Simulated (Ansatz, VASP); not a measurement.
## One calculation of C, two programs

```
CELL_PARAMETERS angstrom
0.00000 2.06272 3.46213
1.33294 0.00000 3.46213
1.33294 2.06272 0.00000
ATOMIC_POSITIONS crystal
C 0.14316 0.85684 0.14316
C 0.85684 0.14316 0.85684
```

Alike in both runs: task single point; functional PBE; k mesh 14 × 14 × 14; occupations gaussian, width 0.02 eV; no spin polarisation.

|  | VASP | Ansatz |
| --- | --- | --- |
| version | VASP 6.6.1 | Ansatz 0.2.0 |
| potentials or method | VASP PAW PBE potentials, release 64 (C), cutoff 520 eV | scalar-relativistic, plane waves, PAW |
| valence electrons in the cell | 8 | 8 |

VASP gave:

```
gap on the k mesh at the Fermi level (eV)                     : none
pressure (GPa)                                                : 24.3
traceless stress, the component that is largest in VASP (GPa) : 93.64
rms of the force components (eV/Å)                            : 9.530
```

**Question.** What did Ansatz give for the same quantities?

**Answer.** gap on the k mesh at the Fermi level (eV): none; pressure (GPa): 23.9; traceless stress, the component that is largest in VASP (GPa): 92.61; rms of the force components (eV/Å): 9.444.

Atom by atom the forces differ by 0.086 eV/Å (rms over components). A gap of «none» marks a metal or a gap that the smearing closes.
